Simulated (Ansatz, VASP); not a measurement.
Two plane-wave programs on V

The input POSCAR:

```
V
1.0
   -1.4883045182      1.4883045182      1.4883045182
    1.4883045182     -1.4883045182      1.4883045182
    1.4883045182      1.4883045182     -1.4883045182
V
1
Direct
    0.0000000000      0.0000000000      0.0000000000
```

The input INCAR.step1:

```
PREC = Accurate ; ENCUT = 520
ISMEAR = 0 ; SIGMA = 0.05
LREAL = False ; LASPH = True
NELM = 150 ; ISPIN = 2
MAGMOM = 0.05 ; LMAXMIX = 4
NBANDS = 16 ; GGA = PE
ALGO = Normal ; EDIFF = 1E-4
LWAVE = True ; LCHARG = False
```

The input INCAR.step2:

```
PREC = Accurate ; ENCUT = 520
EDIFF = 1E-6 ; ISMEAR = 0
SIGMA = 0.05 ; LREAL = False
LASPH = True ; NELM = 150
ALGO = Normal ; ISIF = 2
LWAVE = False ; LCHARG = True
ISPIN = 2 ; MAGMOM = 0.05
LORBIT = 11 ; LMAXMIX = 4
METAGGA = R2SCAN ; LMIXTAU = True
LELF = True ; LVHAR = True
NBANDS = 16 ; ISTART = 1
```

Contents of KPOINTS:

```
regular mesh
0
Gamma
  20 20 20
```

Input for Ansatz:

```yaml
crystal:
  lattice:
    - [-1.4883045182, 1.4883045182, 1.4883045182]
    - [1.4883045182, -1.4883045182, 1.4883045182]
    - [1.4883045182, 1.4883045182, -1.4883045182]
  atoms:
    - { symbol: V, position: [0.0, 0.0, 0.0], spin: 0.05 }
basis:
  ecutwfc: 500
  ecutrho_ratio: 4
kpoints:
  mp_grid: { grid: [20, 20, 20] }
hamiltonian:
  xc: r2scan
scf:
  occupations: { method: gaussian, width: 0.05 }
output:
  forces: true
  stress: true
  eigenvalues: true
  populations: true
magnetization:
  spin_polarized: true
```

Alike in both runs: task single point; functional r2SCAN; k mesh 20 × 20 × 20; occupations gaussian, width 0.05 eV; collinear spin.

```csv
,VASP,Ansatz
version,VASP 6.6.1,Ansatz 0.2.0
potentials or method,"VASP PAW PBE potentials, release 64 (V_sv), cutoff 520 eV","scalar-relativistic, plane waves, PAW"
valence electrons in the cell,13,13
```

VASP gave:

```
gap on the k mesh at the Fermi level (eV) : none
pressure (GPa)                            : 1.8
net moment per atom (μB)                  : 0.00
```

Estimate Ansatz's values.

gap on the k mesh at the Fermi level (eV): none; pressure (GPa): 1.1; net moment per atom (μB): 0.04.

VASP's potentials were made for PBE, not for r2SCAN. A gap of «none» marks a metal or a gap that the smearing closes. Ansatz's warnings: stability check not made.
